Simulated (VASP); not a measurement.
Write the native input for VASP 6.6.1 that does the following.

- Task: relaxation of cell and atoms
- Functional: PBE
- Potentials or basis: VASP PAW PBE potentials, release 64 (K_sv, Nb_sv, O)
- Cutoff: 600 eV
- k mesh: 6 × 6 × 2
- Occupations: gaussian, width 0.1 eV
- Spin: no spin polarisation
- Dipole correction: no
- Further INCAR settings: ALGO = Normal; EDIFF = 1e-06; IBRION = 2; EDIFFG = -0.04; NSW = 90; ISIF = 3

The structure of K2Nb2O lies in POSCAR:

```
K2Nb2O
1.0
    4.2938471800      0.0000000000      0.0000000000
   -2.1469235900      3.7185807400      0.0000000000
    0.0000000000      0.0000000000      7.7133302300
K Nb O
2 2 1
Direct
    0.0000000000      0.0000000000      0.3003476500
    0.0000000000      0.0000000000      0.6996523500
    0.3333333300      0.6666666700      0.8858339700
    0.6666666700      0.3333333300      0.1141660300
    0.0000000000      0.0000000000      0.0000000000
```

The input as run:

INCAR

```
PREC     = Accurate       # precision mode
ENCUT    = 600            # plane-wave cutoff, eV
EDIFF    = 1E-6           # SCF threshold, eV
ISMEAR   = 0              # smearing method
SIGMA    = 0.1            # smearing width, eV
LREAL    = False          # projectors in reciprocal space
LASPH    = True           # aspherical terms in the spheres
NELM     = 80             # most SCF steps
ALGO     = Normal         # electronic algorithm
ISIF     = 3              # what is computed and relaxed
LWAVE    = False          # write WAVECAR
LCHARG   = False          # write CHGCAR
GGA      = PE             # functional
IBRION   = 2              # ionic algorithm
NSW      = 90             # ionic steps
EDIFFG   = -0.04          # ionic threshold
```

KPOINTS

```
regular mesh
0
Gamma
  6 6 2
```

Potentials or basis: VASP PAW PBE potentials, release 64 (K_sv, Nb_sv, O).

Run with:

```sh
$ cat potpaw_PBE.64/K_sv/POTCAR potpaw_PBE.64/Nb_sv/POTCAR potpaw_PBE.64/O/POTCAR > POTCAR
$ mpirun -np 1 vasp_std > vasp.out
```

It gave:

```
Relaxed volume                         : 25.17 Å³/atom
Relaxed cell                           : a = 3.548 Å, b = 3.548 Å, c = 11.542 Å, α = 90.00°, β = 90.00°, γ = 120.00°
Space group after relaxing (to 0.05 Å) : P-3m1 (No. 164)
Energy gained by relaxing              : 1139.1 meV/atom
Ionic steps                            : 23
Pressure after relaxing                : 0.0 GPa
Largest force after relaxing           : 0.037 eV/Å
Band gap on the k mesh                 : zero (band 25 reaches 4.87 eV, above the bottom of band 26 at 4.17 eV)
```

Caveat: the k points lie up to 0.34 Å⁻¹ apart in the final cell.

Wall time 8.8 min on 1 thread of Intel(R) Xeon(R) 6975P-C (Granite Rapids), on a shared host, peak memory 0.32 GiB.
